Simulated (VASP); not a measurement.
# CuSi16 (a cell with a defect) in VASP: further runs, part 2 of 4

VASP 6.6.1.

### Step 3. Single point, PBEsol

The input, INCAR:

```
PREC = Accurate ; ENCUT = 520
EDIFF = 1E-6 ; ISMEAR = -1
SIGMA = 0.02 ; LREAL = Auto
LASPH = T ; NELM = 80
ALGO = Normal ; ISIF = 2
LWAVE = F ; LCHARG = T
GGA = PS ; LELF = T
LVHAR = T ; NBANDS = 52
NELECT = 74.0
```

The input, KPOINTS:

```
regular mesh
0
Gamma
  2 2 2
```

The input, POSCAR:

```
CuSi16
1.0
    0.0000000000      5.4300000000      5.4300000000
    5.4300000000      0.0000000000      5.4300000000
    5.4300000000      5.4300000000      0.0000000000
Si Cu
16 1
Direct
   -0.0463535912     -0.0088950276      0.0661141805
    0.1584069982      0.1120902394      0.0945764273
    0.0378176796     -0.0191988950      0.5029189687
    0.1262983425      0.0948066298      0.6882320442
    0.0018508287      0.4934530387     -0.0594567219
    0.0146132597      0.6590331492      0.1143370166
   -0.0195948435      0.4946593002      0.4940883978
    0.1850184162      0.6058655617      0.5319060773
    0.5341344383      0.0256261510     -0.1049263352
    0.5635267035      0.1479834254      0.1630110497
    0.4995119705     -0.0425322284      0.5605064457
    0.6729373849      0.1622928177      0.5086832413
    0.3902946593      0.5441436464      0.1033149171
    0.6230294659      0.6537108656      0.0826243094
    0.5514548803      0.5522467772      0.4647329650
    0.6550184162      0.6105985267      0.7277808471
    0.7543001842      0.2053867403      0.8037661142
```

Potentials or basis: VASP PAW PBE potentials, release 64 (Si, Cu).

On the command line:

```
> cat potpaw_PBE.64/Si/POTCAR potpaw_PBE.64/Cu/POTCAR > POTCAR
> mpirun -np 1 vasp_std > vasp.out
```

OUTCAR:

```text
PREC = Accurate
   ENCUT = 520
   EDIFF = 1E-6
   ISMEAR = -1
   LREAL = Auto
   LASPH = T
   NELM = 80
   ISIF = 2
   GGA = PS
   NELECT = 74.0

 ion  position               nearest neighbor table
   1  0.954  0.991  0.066-   6 2.21   2 2.32   4 2.39  10 2.46  17 2.52
   2  0.158  0.112  0.095-   1 2.32   9 2.41   5 2.42   3 2.56
   3  0.038  0.981  0.503-  12 2.41   8 2.44   4 2.46   2 2.56  17 2.87
   4  0.126  0.095  0.688-  17 2.34  11 2.34   1 2.39   3 2.46   7 2.56
   5  0.002  0.493  0.941-   6 2.32  14 2.40   2 2.42   8 2.58
   6  0.015  0.659  0.114-   1 2.21   5 2.32   7 2.46  13 2.53
   7  0.980  0.495  0.494-  16 2.27   8 2.31   6 2.46   4 2.56  17 2.84  13 3.11
   8  0.185  0.606  0.532-   7 2.31  15 2.44   3 2.44   5 2.58  13 3.03
   9  0.534  0.026  0.895-  17 2.33  14 2.37   2 2.41  12 2.43  10 2.79  11 3.02
  10  0.564  0.148  0.163-  17 2.31   1 2.46  13 2.53  11 2.54   9 2.79
  11  0.500  0.957  0.561-  16 2.26  12 2.31   4 2.34  10 2.54   9 3.02
  12  0.673  0.162  0.509-  11 2.31   3 2.41   9 2.43  15 2.54  17 2.83
  13  0.390  0.544  0.103-  14 2.24   6 2.53  10 2.53  16 2.53   8 3.03   7 3.11
  14  0.623  0.654  0.083-  13 2.24   9 2.37   5 2.40  15 2.46  16 2.78
  15  0.551  0.552  0.465-   8 2.44  14 2.46  12 2.54  16 2.79
  16  0.655  0.611  0.728-  11 2.26   7 2.27  13 2.53  17 2.62  14 2.78  15 2.79
  17  0.754  0.205  0.804-  10 2.31   9 2.33   4 2.34   1 2.52  16 2.62  12 2.83   7 2.84   3 2.87

  LATTYP: Found a face centered cubic cell.
 ALAT       =    10.8600000000

  Lattice vectors:

 A1 = (   0.0000000000,   5.4300000000,   5.4300000000)
 A2 = (   5.4300000000,   0.0000000000,   5.4300000000)
 A3 = (   5.4300000000,   5.4300000000,   0.0000000000)

Analysis of symmetry for initial positions (statically):
=====================================================================
 Subroutine PRICEL returns:
 Original cell was already a primitive cell.

 Routine SETGRP: Setting up the symmetry group for a
 face centered cubic supercell.

 Subroutine GETGRP returns: Found  1 space group operations
 (whereof  1 operations were pure point group operations)
 out of a pool of 48 trial point group operations.

[... 153 lines left out ...]
   LHFCALC =     F    Hartree Fock is set to
   AEXX    =    0.0000 exact exchange contribution
   IVDW    =     0    specifies the selected vdW correction
   LEPSILON=     F    determine dielectric tensor
   LRPA    =     F    only Hartree local field effects (RPA)
 non-spin polarized calculation
  energy-cutoff  :      520.00
  volume of cell :      320.21
 maximum number of plane-waves:      8646
 NGX is ok and might be reduce to    60
   NGX = 29   NGY = 29   NGZ = 29

 number of electron      73.9999995 magnetization

 Free energy of the ion-electron system (eV)
  ---------------------------------------------------
  ext. energy  EPLUGINS =         0.00000000
  ---------------------------------------------------
  free energy    TOTEN  =       -95.98624662 eV

  energy without entropy =      -95.98156381  energy(sigma->0) =      -95.98390522

 E-fermi :   6.3039     XC(G=0):  -9.8739

 val. band max:        6.2598111610   @ k =   0.0000   0.0000   0.0000
 cond. band min:       6.3542885310   @ k =   0.0000   0.0000   0.0000
 fundamental gap:      0.0944773700
 Fermi energy:         6.3038767931

 k-point     1 :       0.0000    0.0000    0.0000
  band No.  band energies     occupation
      1      -5.9571      2.00000
      2      -3.6938      2.00000
      3      -3.6075      2.00000
      4      -3.3525      2.00000
      5      -3.0547      2.00000
      6      -2.1445      2.00000
[... 405 lines left out ...]
     48      10.0151      0.00000
     49      10.1109      0.00000
 [bands above 49 left out]

------------------------ aborting loop because EDIFF is reached ----------------------------------------

  FORCE on cell =-STRESS in cart. coord.  units (eV):
  Direction    XX          YY          ZZ          XY          YZ          ZX
  --------------------------------------------------------------------------------------
  -------------------------------------------------------------------------------------
  Total      -17.0128577    -16.8438661    -11.3540815     -2.6237693      3.1908625      1.2150804
  in kB      -85.1252436    -84.2796799    -56.8110881    -13.1282470     15.9657452      6.0797555
  external PRESSURE =     -75.4053372 kB  Pullay stress =       0.0000000 kB

 VOLUME and BASIS-vectors are now :
 -----------------------------------------------------------------------------
  energy-cutoff  :      520.00
  volume of cell :      320.21
      direct lattice vectors                 reciprocal lattice vectors
     0.000000000  5.430000000  5.430000000    -0.092081031  0.092081031  0.092081031
     5.430000000  0.000000000  5.430000000     0.092081031 -0.092081031  0.092081031
     5.430000000  5.430000000  0.000000000     0.092081031  0.092081031 -0.092081031

 POSITION                                       TOTAL-FORCE (eV/Angst)
 -----------------------------------------------------------------------------------
      5.74070      5.53730     10.56000         1.122873     -1.071124      0.690550
      1.12220      1.37370      1.46880         1.039369      0.682461      0.372505
      8.05660      2.93620      5.53110        -0.907707     -0.817383      0.367763
      4.25190      4.42290      1.20060        -0.662045     -0.921401      0.246404
      7.78660      5.11720      2.68950        -0.947376     -0.598837     -0.085592
      4.19940      0.70020      3.65790        -0.529836      2.177028     -0.634845
[... 9 lines left out ...]
      7.26740      7.50860      6.87230         0.130117     -0.287022     -1.516734
      5.47970      8.46030      5.21110         0.034004     -0.753607      0.279193
 -----------------------------------------------------------------------------------
    total drift:                                0.007388      0.000514      0.000071

  FREE ENERGIE OF THE ION-ELECTRON SYSTEM (eV)
  ---------------------------------------------------
  free  energy   TOTEN  =       -95.9862466246 eV

  energy  without entropy=      -95.9815638116  energy(sigma->0) =      -95.98390522
```

stdout:

```text
POSCAR found type information on POSCAR SiCu
 POSCAR found :  2 types and      17 ions
 scaLAPACK will be used
 -----------------------------------------------------------------------------
|                                                                             |
|                                                                             |
|     You enforced a specific xc type in the INCAR file but a different       |
|     I HOPE YOU KNOW WHAT YOU ARE DOING!                                     |
|                                                                             |
 -----------------------------------------------------------------------------

 LDA part: xc-table for (Slater+PW92), standard interpolation
 POSCAR, INCAR and KPOINTS ok, starting setup
 FFT: planning ... GRIDC
 FFT: planning ... GRID_SOFT
 FFT: planning ... GRID
 WAVECAR not read
 entering main loop
 the old and the new charge density differ
 old charge density:    75.00000 new   74.00000
    0.265E+01
```

It took 3.2 min on 1 thread of Intel Xeon 6975P-C (Granite Rapids), shared host; peak memory 0.49 GiB.

What came out:

```yaml
Free_energy: -95.9862 eV
Largest_force: 2.329 eV/Å
```

Forces on the atoms (eV/Å):
```
Si   1.123 -1.071  0.691
Si   1.039  0.682  0.373
Si  -0.908 -0.817  0.368
Si  -0.662 -0.921  0.246
Si  -0.947 -0.599 -0.086
Si  -0.530  2.177 -0.635
Si  -1.310  0.500 -0.117
Si   1.498  0.931  0.410
Si   0.751  0.235 -1.011
Si   0.676  0.264 -0.251
Si  -0.179 -1.517  0.827
Si   0.803  0.652  1.109
Si  -1.310 -0.368 -1.544
Si   0.468  0.819  1.373
Si  -0.677  0.073 -0.515
Si   0.130 -0.287 -1.517
Cu   0.034 -0.754  0.279
```

Levels at points of the mesh, in eV from the Fermi level:
```tsv
k point	band 35	band 36	band 37	band 38	band 39	band 40
(0.00, 0.00, 0.00)	-0.38	-0.28	-0.04	0.05	0.24	0.44
(0.50, 0.00, 0.00)	-1.04	-0.46	-0.32	0.33	0.46	0.81
(0.00, 0.50, 0.00)	-1.03	-0.86	-0.08	0.28	0.41	0.74
(0.00, 0.00, 0.50)	-0.55	-0.42	-0.34	0.07	0.47	0.71
(0.50, 0.50, 0.50)	-0.56	-0.41	-0.10	0.07	0.73	0.80
(0.50, 0.50, 0.00)	-0.93	-0.55	-0.40	0.20	0.51	1.17
(0.00, 0.50, 0.50)	-0.95	-0.80	-0.49	0.43	0.92	1.01
(0.50, 0.00, 0.50)	-0.91	-0.79	-0.55	0.45	1.04	1.17
```

Caveat: the k points lie up to 0.50 Å⁻¹ apart; the cell carries a net charge on a neutralising background, which shifts energy and pressure; the cell is charged against a uniform background, so pressure and absolute levels hang on convention; the PAW data sets were made with another functional, which shifts forces and pressure a little.

(Continued in part 3 of 4.)
